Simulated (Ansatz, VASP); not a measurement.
## One calculation of Ir, two programs

```xyz
1
Lattice="0.0000 1.9197 1.8333 1.9197 0.0000 1.8333 1.9197 1.9197 0.0000" Properties=species:S:1:pos:R:3 pbc="T T T"
Ir    0.0000    0.0000    0.0000
```

Change from the starting cell: strain -0.0450 x Voigt [0, 0, 1, 0, 0, 0], atoms carried along.

Alike in both runs: task single point; functional LDA; k mesh 8 × 8 × 8; occupations gaussian, width 0.15 eV; no spin polarisation.

```csv
,VASP,Ansatz
version,VASP 6.6.1,Ansatz 0.2.0
potentials or method,"VASP PAW LDA potentials, release 64 (Ir_sv_GW), cutoff 560 eV","scalar-relativistic, plane waves, PAW"
valence electrons in the cell,17,17
```

|  | VASP | Ansatz | Ansatz less VASP |
| --- | --- | --- | --- |
| gap on the k mesh at the Fermi level (eV) | none | none | - |
| pressure (GPa) | 12.2 | 12.5 | +0.31 |
| traceless stress, the component that is largest in VASP (GPa) | 12.37 | 12.43 | +0.056 |

LDA's correlation is that of Perdew and Zunger in VASP and of Perdew and Wang (1992) in Ansatz. A gap of «none» marks a metal or a gap that the smearing closes.

Neither program's run includes spin-orbit coupling.
